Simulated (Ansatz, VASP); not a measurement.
# One calculation of ZnO, two programs

Contents of INCAR:

```
SYSTEM = ZnO
PREC     = Accurate       ! precision mode
ENCUT    = 520            ! plane-wave cutoff, eV
EDIFF    = 1E-6           ! SCF threshold, eV
ISMEAR   = 0              ! smearing method
SIGMA    = 0.05           ! smearing width, eV
LREAL    = .False.        ! projectors in reciprocal space
LASPH    = .True.         ! aspherical terms in the spheres
NELM     = 80             ! most SCF steps
ALGO     = Normal         ! electronic algorithm
ISIF     = 2              ! what is computed and relaxed
LWAVE    = .False.        ! write WAVECAR
LCHARG   = .False.        ! write CHGCAR
GGA      = PS             ! functional
NBANDS   = 26             ! bands
```

The input KPOINTS:

```
Automatic mesh
0
Gamma
  9 9 4
  0 0 0
```

Contents of POSCAR:

```
ZnO
1.0
    3.1893281439      0.0000000000      0.0000000000
   -1.5946640719      2.7620391936      0.0000000000
    0.0000000000      0.0000000000      6.9165281095
Zn O
2 2
Direct
    0.0000000000      0.0000000000      0.7500000000
    0.0000000000      0.0000000000      0.2500000000
    0.3333333333      0.6666666667      0.2500000000
    0.6666666667      0.3333333333      0.7500000000
```

Input for Ansatz:

```yaml
crystal:
  lattice:
    - [3.1893281439, 0.0, 0.0]
    - [-1.5946640719, 2.7620391936, 0.0]
    - [0.0, 0.0, 6.9165281095]
  atoms:
    - { symbol: Zn, position: [0.0, 0.0, 0.75] }
    - { symbol: Zn, position: [0.0, 0.0, 0.25] }
    - { symbol: O, position: [0.3333333333, 0.6666666667, 0.25] }
    - { symbol: O, position: [0.6666666667, 0.3333333333, 0.75] }
basis:
  ecutwfc: 420
kpoints:
  mp_grid: { grid: [9, 9, 4] }
hamiltonian:
  xc: pbesol
scf:
  occupations: { method: gaussian, width: 0.05 }
output:
  forces: true
  stress: true
  eigenvalues: true
```

Change from the starting cell: strain -0.030 along x and y, -0.030 along z, atoms carried along.

Alike in both runs: task single point; functional PBEsol; k mesh 9 × 9 × 4; occupations gaussian, width 0.05 eV; no spin polarisation.

```csv
,VASP,Ansatz
version,VASP 6.6.1,Ansatz 0.2.0
potentials or method,"VASP PAW PBE potentials, release 64 (Zn, O), cutoff 520 eV","scalar-relativistic, plane waves, PAW"
valence electrons in the cell,36,36
```

|  | VASP | Ansatz | Ansatz less VASP |
| --- | --- | --- | --- |
| gap on the k mesh at the Fermi level (eV) | 0.74 | 0.73 | -0.007 |
| least direct gap on the mesh (eV) | 0.74 | 0.73 | -0.007 |
| pressure (GPa) | 5.6 | 4.6 | -0.95 |
| traceless stress, the component that is largest in VASP (GPa) | -6.40 | -5.36 | +1.043 |

VASP's potentials were made for PBE, not for PBEsol. The functional is the same, so the differences come from potentials, cutoffs and numerics.
